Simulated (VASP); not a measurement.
# HfSi (Pm-3m) in VASP: a series of runs, part 2 of 2

VASP 6.6.1. Earlier steps stand in the parts before.

**3. Single point, LDA**

This run uses another cell than the first one, of 16.70 Å³/atom, 1.006 times its volume.

Contents of INCAR:

```
PREC = Accurate
ENCUT = 500
EDIFF = 1E-6
ISMEAR = 0
SIGMA = 0.05
LREAL = F
LASPH = T
NELM = 120
ALGO = Normal
ISIF = 2
LWAVE = F
LCHARG = F
GGA = CA
NBANDS = 14
GGA_COMPAT = F
```

Contents of KPOINTS:

```
regular mesh
0
Gamma
  6 6 6
```

Contents of POSCAR:

```
HfSi
1.0
    3.2203464565      0.0000000000      0.0000000000
    0.0000000000      3.2203464565      0.0000000000
    0.0000000000      0.0000000000      3.2203464565
Hf Si
1 1
Direct
    0.0000000000      0.0000000000      0.0000000000
    0.5000000000      0.5000000000      0.5000000000
```

Potentials or basis: VASP PAW LDA potentials, release 64 (Hf_pv, Si).

Started as:

```
cat potpaw_LDA.64/Hf_pv/POTCAR potpaw_LDA.64/Si/POTCAR > POTCAR
mpirun -np 1 vasp_std > vasp.out
```

OUTCAR:

```text
PREC = Accurate
   ENCUT = 500
   EDIFF = 1E-6
   ISMEAR = 0
   LREAL = F
   LASPH = T
   NELM = 120
   ISIF = 2
   GGA = CA

 ion  position               nearest neighbor table
   1  0.000  0.000  0.000-   2 2.79   2 2.79   2 2.79   2 2.79   2 2.79   2 2.79   2 2.79   2 2.79

   2  0.500  0.500  0.500-   1 2.79   1 2.79   1 2.79   1 2.79   1 2.79   1 2.79   1 2.79   1 2.79

  LATTYP: Found a simple cubic cell.
 ALAT       =     3.2203464565

  Lattice vectors:

 A1 = (   3.2203464565,   0.0000000000,   0.0000000000)
 A2 = (   0.0000000000,   3.2203464565,   0.0000000000)
 A3 = (   0.0000000000,   0.0000000000,   3.2203464565)

Analysis of symmetry for initial positions (statically):
=====================================================================
 Subroutine PRICEL returns:
 Original cell was already a primitive cell.

 Routine SETGRP: Setting up the symmetry group for a
 simple cubic supercell.

 Subroutine GETGRP returns: Found 48 space group operations
 (whereof 48 operations were pure point group operations)
 out of a pool of 48 trial point group operations.

The static configuration has the point symmetry O_h .

Analysis of symmetry for dynamics (positions and initial velocities):
=====================================================================
 Subroutine PRICEL returns:
 Original cell was already a primitive cell.

 Routine SETGRP: Setting up the symmetry group for a
 simple cubic supercell.

 Subroutine GETGRP returns: Found 48 space group operations
 (whereof 48 operations were pure point group operations)
 out of a pool of 48 trial point group operations.

The dynamic configuration has the point symmetry O_h .

 Subroutine INISYM returns: Found 48 space group operations
 (whereof 48 operations are pure point group operations),
 and found     1 'primitive' translations

----------------------------------------------------------------------------------------
[... 116 lines left out ...]
   IVDW    =     0    specifies the selected vdW correction
   LEPSILON=     F    determine dielectric tensor
   LRPA    =     F    only Hartree local field effects (RPA)
 non-spin polarized calculation
 Gauss-broadening in eV      SIGMA  =   0.05
  energy-cutoff  :      500.00
  volume of cell :       33.40
 maximum number of plane-waves:       868
 NGX is ok and might be reduce to    24
   NGX = 11   NGY = 11   NGZ = 11

 number of electron      14.0000002 magnetization

 Free energy of the ion-electron system (eV)
  ---------------------------------------------------
  ext. energy  EPLUGINS =         0.00000000
  ---------------------------------------------------
  free energy    TOTEN  =       -17.36607534 eV

  energy without entropy =      -17.36319819  energy(sigma->0) =      -17.36463676

 E-fermi :   7.5823     XC(G=0): -11.8273

 val. band max:        7.5760186117   @ k =   0.5000   0.1667   0.1667
 cond. band min:       7.6043002837   @ k =   0.1667   0.1667   0.0000
 fundamental gap:      0.0282816720
 Fermi energy:         7.5822659529

 k-point     1 :       0.0000    0.0000    0.0000
  band No.  band energies     occupation
      1     -22.4319      2.00000
      2     -22.4319      2.00000
      3     -22.4319      2.00000
      4      -3.7919      2.00000
      5       5.5718      2.00000
      6       5.5718      2.00000
      7       9.7026      0.00000
      8       9.7026      0.00000
      9       9.7026      0.00000
     10      11.4131      0.00000
     11      11.4131      0.00000
     12      11.4131      0.00000
     13      15.0310      0.00000
     14      18.2331      0.00000
[... 309 lines left out ...]
      1     -22.7362      2.00000
      2     -22.7362      2.00000
      3     -22.7362      2.00000
      4       2.7832      2.00000
      5       2.7832      2.00000
      6       2.7832      2.00000
      7       3.2520      2.00000
      8      11.2757      0.00000
      9      11.2757      0.00000
     10      11.2757      0.00000
     11      14.1227      0.00000
     12      14.1227      0.00000
     13      17.1563      0.00000
     14      17.4491      0.00000

------------------------ aborting loop because EDIFF is reached ----------------------------------------

  FORCE on cell =-STRESS in cart. coord.  units (eV):
  Direction    XX          YY          ZZ          XY          YZ          ZX
  --------------------------------------------------------------------------------------
  -------------------------------------------------------------------------------------
  Total        0.0679994      0.0679994      0.0679994     -0.0000000     -0.0000000      0.0000000
  in kB        3.2621799      3.2621799      3.2621799     -0.0000000     -0.0000000      0.0000000
  external PRESSURE =       3.2621799 kB  Pullay stress =       0.0000000 kB

 VOLUME and BASIS-vectors are now :
 -----------------------------------------------------------------------------
  energy-cutoff  :      500.00
  volume of cell :       33.40
      direct lattice vectors                 reciprocal lattice vectors
     3.220346457  0.000000000  0.000000000     0.310525595  0.000000000  0.000000000
     0.000000000  3.220346457  0.000000000     0.000000000  0.310525595  0.000000000
     0.000000000  0.000000000  3.220346457     0.000000000  0.000000000  0.310525595

 POSITION                                       TOTAL-FORCE (eV/Angst)
 -----------------------------------------------------------------------------------
      0.00000      0.00000      0.00000         0.000000      0.000000      0.000000
      1.61017      1.61017      1.61017         0.000000      0.000000      0.000000
 -----------------------------------------------------------------------------------
    total drift:                               -0.000000      0.000000      0.000000

  FREE ENERGIE OF THE ION-ELECTRON SYSTEM (eV)
  ---------------------------------------------------
  free  energy   TOTEN  =       -17.3660753385 eV

  energy  without entropy=      -17.3631981883  energy(sigma->0) =      -17.36463676
```

OSZICAR:

```text
N       E                     dE             d eps       ncg     rms          rms(c)
DAV:   1     0.228198153017E+02    0.22820E+02   -0.69083E+03   560   0.883E+02
DAV:   2    -0.169747564692E+02   -0.39795E+02   -0.37926E+02   752   0.182E+02
DAV:   3    -0.180133676508E+02   -0.10386E+01   -0.10352E+01   680   0.205E+01
DAV:   4    -0.180195213320E+02   -0.61537E-02   -0.61517E-02   686   0.203E+00
DAV:   5    -0.180195821943E+02   -0.60862E-04   -0.60861E-04   674   0.183E-01    0.450E+01
DAV:   6    -0.174284436332E+02    0.59114E+00   -0.15007E+00   614   0.583E+00    0.289E+01
DAV:   7    -0.173716194538E+02    0.56824E-01   -0.19498E-01   668   0.310E+00    0.383E+00
DAV:   8    -0.173663039940E+02    0.53155E-02   -0.10531E-02   614   0.729E-01    0.617E-01
DAV:   9    -0.173661068146E+02    0.19718E-03   -0.20192E-03   698   0.320E-01    0.117E-01
DAV:  10    -0.173660783468E+02    0.28468E-04   -0.12169E-04   620   0.714E-02    0.574E-02
DAV:  11    -0.173660754780E+02    0.28688E-05   -0.10650E-05   686   0.189E-02    0.225E-02
DAV:  12    -0.173660753385E+02    0.13946E-06   -0.54643E-07   376   0.461E-03
   1 F= -.17366075E+02 E0= -.17364637E+02  d E =-.287715E-02
```

Run time: 6.4 s. Hardware: 1 thread of Intel Xeon 8259CL, shared host; peak memory 0.13 GiB.

What came out:

| Quantity | Value |
| --- | --- |
| Free energy | -17.3661 eV |
| Pressure | 0.3 GPa |
| Band gap on the k mesh | zero (band 7 reaches 9.70 eV, above the bottom of band 8 at 7.06 eV) |

Caveat: spin-orbit coupling is left out, which moves the levels of the heavy elements.

**4. Single point, LDA**

This run uses another cell than the first one, of 17.74 Å³/atom, 1.069 times its volume.

Contents of INCAR:

```
ALGO     = Normal         # electronic algorithm
EDIFF    = 1E-6           # SCF threshold, eV
ENCUT    = 500            # plane-wave cutoff, eV
GGA_COMPAT= False        
ISIF     = 2              # what is computed and relaxed
ISMEAR   = 0              # smearing method
LASPH    = True           # aspherical terms in the spheres
LCHARG   = False          # write CHGCAR
LREAL    = False          # projectors in reciprocal space
LWAVE    = False          # write WAVECAR
NBANDS   = 14             # bands
NELM     = 120            # most SCF steps
PREC     = Accurate       # precision mode
SIGMA    = 0.05           # smearing width, eV
```

Contents of KPOINTS:

```
k-points
0
Gamma
  6 6 6
```

Contents of POSCAR:

```
HfSi
1.0
    3.2857003820      0.0000000000      0.0000000000
    0.0000000000      3.2857003820      0.0000000000
    0.0000000000      0.0000000000      3.2857003820
Hf Si
1 1
Direct
    0.0000000000      0.0000000000      0.0000000000
    0.5000000000      0.5000000000      0.5000000000
```

Potentials or basis: VASP PAW LDA potentials, release 64 (Hf_pv, Si).

Started as:

```
cat potpaw_LDA.64/Hf_pv/POTCAR potpaw_LDA.64/Si/POTCAR > POTCAR
mpirun -np 1 vasp_std > vasp.out
```

OUTCAR:

```text
EDIFF = 1E-6
   ENCUT = 500
   ISIF = 2
   ISMEAR = 0
   LASPH = True
   LREAL = False
   NELM = 120
   PREC = Accurate

 ion  position               nearest neighbor table
   1  0.000  0.000  0.000-   2 2.85   2 2.85   2 2.85   2 2.85   2 2.85   2 2.85   2 2.85   2 2.85

   2  0.500  0.500  0.500-   1 2.85   1 2.85   1 2.85   1 2.85   1 2.85   1 2.85   1 2.85   1 2.85

  LATTYP: Found a simple cubic cell.
 ALAT       =     3.2857003820

  Lattice vectors:
[... 520 lines left out ...]
     14      16.1885      0.00000

------------------------ aborting loop because EDIFF is reached ----------------------------------------

  FORCE on cell =-STRESS in cart. coord.  units (eV):
  Direction    XX          YY          ZZ          XY          YZ          ZX
  --------------------------------------------------------------------------------------
  -------------------------------------------------------------------------------------
  Total       -1.6794546     -1.6794546     -1.6794546     -0.0000000      0.0000000     -0.0000000
  in kB      -75.8568789    -75.8568789    -75.8568789     -0.0000000      0.0000000     -0.0000000
  external PRESSURE =     -75.8568789 kB  Pullay stress =       0.0000000 kB

 VOLUME and BASIS-vectors are now :
 -----------------------------------------------------------------------------
  energy-cutoff  :      500.00
  volume of cell :       35.47
      direct lattice vectors                 reciprocal lattice vectors
     3.285700382  0.000000000  0.000000000     0.304349114  0.000000000  0.000000000
     0.000000000  3.285700382  0.000000000     0.000000000  0.304349114  0.000000000
     0.000000000  0.000000000  3.285700382     0.000000000  0.000000000  0.304349114

 POSITION                                       TOTAL-FORCE (eV/Angst)
 -----------------------------------------------------------------------------------
      0.00000      0.00000      0.00000         0.000000      0.000000      0.000000
      1.64285      1.64285      1.64285         0.000000      0.000000      0.000000
 -----------------------------------------------------------------------------------
    total drift:                                0.000000      0.000000      0.000000

  FREE ENERGIE OF THE ION-ELECTRON SYSTEM (eV)
  ---------------------------------------------------
  free  energy   TOTEN  =       -17.3168308205 eV

  energy  without entropy=      -17.3136548178  energy(sigma->0) =      -17.31524282
```

OSZICAR:

```text
N       E                     dE             d eps       ncg     rms          rms(c)
DAV:   1     0.215260633583E+02    0.21526E+02   -0.67271E+03   560   0.870E+02
DAV:   2    -0.169442984398E+02   -0.38470E+02   -0.36451E+02   748   0.177E+02
DAV:   3    -0.180431493829E+02   -0.10989E+01   -0.10864E+01   686   0.206E+01
DAV:   4    -0.180506409795E+02   -0.74916E-02   -0.74890E-02   674   0.219E+00
DAV:   5    -0.180507185286E+02   -0.77549E-04   -0.77548E-04   698   0.202E-01    0.412E+01
DAV:   6    -0.173805183776E+02    0.67020E+00   -0.16291E+00   608   0.609E+00    0.268E+01
DAV:   7    -0.173211171501E+02    0.59401E-01   -0.19488E-01   656   0.301E+00    0.452E+00
DAV:   8    -0.173171193543E+02    0.39978E-02   -0.78388E-03   644   0.597E-01    0.606E-01
DAV:   9    -0.173168563111E+02    0.26304E-03   -0.17897E-03   650   0.299E-01    0.122E-01
DAV:  10    -0.173168355395E+02    0.20772E-04   -0.11068E-04   638   0.666E-02    0.484E-02
DAV:  11    -0.173168309511E+02    0.45883E-05   -0.12373E-05   638   0.183E-02    0.199E-02
DAV:  12    -0.173168308205E+02    0.13068E-06   -0.64948E-07   388   0.481E-03
   1 F= -.17316831E+02 E0= -.17315243E+02  d E =-.317600E-02
```

It took 6.7 s on 1 thread of Intel Xeon 8259CL, shared host; peak memory 0.13 GiB.

Results:

```
Free energy            : -17.3168 eV
Pressure               : -7.6 GPa
Band gap on the k mesh : zero (band 7 reaches 8.95 eV, above the bottom of band 8 at 6.53 eV)
```

Levels at points of the mesh, in eV from the Fermi level:
```
           k point  band 3  band 4  band 5  band 6  band 7  band 8  band 9  band 10  band 11  band 12
(0.00, 0.00, 0.00)  -30.23  -11.04   -1.82   -1.82    1.93    1.93    1.93     3.59     3.59     3.59
(0.50, 0.00, 0.00)  -30.20   -7.97   -6.46   -0.56   -0.50   -0.50    4.20     5.32     5.45     8.08
(0.50, 0.50, 0.00)  -30.17   -7.74   -2.91   -2.91   -2.15    1.35    1.35     3.92     4.80     5.87
(0.50, 0.50, 0.50)  -30.48   -4.52   -4.52   -4.52   -4.48    3.43    3.43     3.43     6.05     6.05
```

Caveat: spin-orbit coupling is left out, which moves the levels of the heavy elements.

**5. Summary**

```tsv
cell	gap on the mesh (eV)	pressure (GPa)
a = 3.214 Å, 2 atoms	none	1.3
a = 3.220 Å, 2 atoms	none	0.3
a = 3.286 Å, 2 atoms	none	-7.6
```

Alike in all rows: task single point; level LDA; potentials or basis VASP PAW LDA potentials, release 64 (Hf_pv, Si); no spin polarisation; k mesh 6 × 6 × 6; cutoff (eV) 500; smearing gaussian 0.05 eV.

Caveats: spin-orbit coupling is left out, which moves the levels of the heavy elements.

Total energies depend on the potentials used, so only differences within one code and one set of settings carry meaning.
